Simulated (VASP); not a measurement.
InSb3, 4 atoms in the cell. It takes space group R-3m (No. 166, trigonal). Conventional cell: a = 6.638 Å, b = 6.638 Å, c = 9.005 Å, α = 90.00°, β = 90.00°, γ = 120.00°. Within 4.4 Å of In (site symmetry -3m) lie 12 Sb at 3.32 to 3.56 Å. Within 4.4 Å of Sb (site symmetry 2/m) lie 8 Sb at 3.32 to 3.56 Å and 4 In at 3.32 to 3.56 Å. 

| Item | Value |
| --- | --- |
| Program | VASP 6.6.1 |
| Task | single point |
| Functional | PBE |
| Potentials or basis | VASP PAW PBE potentials, release 64 (In_d, Sb) |
| Cutoff | 520 eV |
| k mesh | 8 × 8 × 8 |
| Occupations | gaussian, width 0.15 eV |
| Spin | no spin polarisation |
| Dipole correction | no |
| Further INCAR settings | ALGO = Normal; EDIFF = 1e-06; NBANDS = 22 |

Potentials or basis: VASP PAW PBE potentials, release 64 (In_d, Sb).

Launch:

```bash
$ cat potpaw_PBE.64/In_d/POTCAR potpaw_PBE.64/Sb/POTCAR > POTCAR
$ mpirun -np 1 vasp_std > vasp.out
```

Hardware: 1 thread of Intel(R) Xeon(R) Platinum 8375C CPU @ 2.90GHz (Ice Lake) (shared host).

How long does it take, and how much memory?

It took 76 s on 1 thread of Intel(R) Xeon(R) Platinum 8375C CPU @ 2.90GHz (Ice Lake) (shared host), peak memory 0.3 GiB. Counts: scf iterations 11, k points 65.
